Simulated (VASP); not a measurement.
Write the native input for VASP 6.6.1 that does the following.

- Task: single point
- Functional: r2SCAN
- Potentials or basis: VASP PAW PBE potentials, release 64 (Na_pv, H)
- Cutoff: 520 eV
- k mesh: 10 × 10 × 10
- Occupations: fermi-dirac, width 0.02 eV
- Spin: no spin polarisation
- Dipole correction: no
- Further INCAR settings: ALGO = Normal; EDIFF = 1e-07; NBANDS = 11

NaH:

```
Na H
1.0
     0.00000    2.39737    2.39737
     2.39737    0.00000    2.39737
     2.39737    2.39737    0.00000
Na H
1 1
Cartesian
  0.0000 0.0000 0.0000
  2.3974 2.3974 2.3974
```

One way to write it, as run:

POSCAR

```
NaH
1.0
    0.0000000000      2.3973724900      2.3973724900
    2.3973724900      0.0000000000      2.3973724900
    2.3973724900      2.3973724900      0.0000000000
Na H
1 1
Direct
    0.0000000000      0.0000000000      0.0000000000
    0.5000000000      0.5000000000      0.5000000000
```

INCAR.step1

```
SYSTEM = NaH
  ALGO = Normal
  EDIFF = 1E-4
  ENCUT = 520
  GGA = PE
  ISMEAR = -1
  LASPH = .True.
  LCHARG = .False.
  LREAL = .False.
  LWAVE = .True.
  NBANDS = 11
  NELM = 100
  PREC = Accurate
  SIGMA = 0.02
```

INCAR.step2

```
SYSTEM = NaH
  ALGO = Normal
  EDIFF = 1E-7
  ENCUT = 520
  ISIF = 2
  ISMEAR = -1
  ISTART = 1
  LASPH = .True.
  LCHARG = .False.
  LMIXTAU = .True.
  LREAL = .False.
  LWAVE = .False.
  METAGGA = R2SCAN
  NBANDS = 11
  NELM = 100
  PREC = Accurate
  SIGMA = 0.02
```

KPOINTS

```
k-points
0
Gamma
  10 10 10
  0 0 0
```

Potentials or basis: VASP PAW PBE potentials, release 64 (Na_pv, H).

Run with:

```sh
$ cat potpaw_PBE.64/Na_pv/POTCAR potpaw_PBE.64/H/POTCAR > POTCAR
$ cp INCAR.step1 INCAR
$ mpirun -np 1 vasp_std > vasp.out
$ cp INCAR.step2 INCAR
$ mpirun -np 1 vasp_std > vasp.out
```

It gave:

```yaml
Pressure: -0.3 GPa
Band_gap_on_the_k_mesh: 4.43 eV, indirect (least direct gap 5.26 eV)
```

Caveat: the PAW data sets were made with another functional, which shifts forces and pressure a little.

Wall time 2.1 min on 1 thread of Intel Xeon 8259CL (shared host), peak memory 0.16 GiB.
